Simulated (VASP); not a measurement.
Runs of VASP 6.6.1 on Se. The structure is that of space group Pm-3m (No. 221), or close to it. The cells are those of the table. 

| task | cell | k mesh | cutoff (eV) | gap on the mesh (eV) | pressure (GPa) |
| --- | --- | --- | --- | --- | --- |
| single point | a = 2.909 Å, 1 atom | 18 × 18 × 18 | 520 | none | 0.3 |
| single point | a = 2.829 Å, 1 atom | 12 × 12 × 12 | 520 | none | 6.0 |
| single point | a = 3.021 Å, 1 atom | 12 × 12 × 12 | 520 | none | (b) |
| single point | a = 2.787 Å, 1 atom | 12 × 12 × 12 | 520 | none | 10.1 |
| single point | a = 2.869 Å, 1 atom | 12 × 12 × 12 | 520 | none | (a) |
| single point | a = 2.984 Å, 1 atom | 12 × 12 × 12 | 520 | none | -3.5 |
| relaxation of cell and atoms | relaxed from a = 2.866 Å, 1 atom | 11 × 11 × 11 | 600 | none | 0.0 |
| single point | a = 2.909 Å, 1 atom | 11 × 11 × 11 | 520 | none | 0.1 |
| single point | a = 2.909 Å, 1 atom | 12 × 12 × 12 | 520 | none | 0.2 |
| single point | a = 2.947 Å, 1 atom | 12 × 12 × 12 | 520 | none | -1.8 |

Alike in all rows: level BLYP; potentials or basis VASP PAW PBE potentials, release 64 (Se); no spin polarisation; smearing fermi-dirac 0.1 eV.

Problem. Fill in the values left out.

Solution. (a) 2.8; (b) -4.7.

Caveats: the PAW data sets were made with another functional, which shifts forces and pressure a little.

A k mesh can miss the band edges, and the runs leave out spin-orbit coupling on Se.

A gap of «none» marks levels without a gap at the run's occupations.
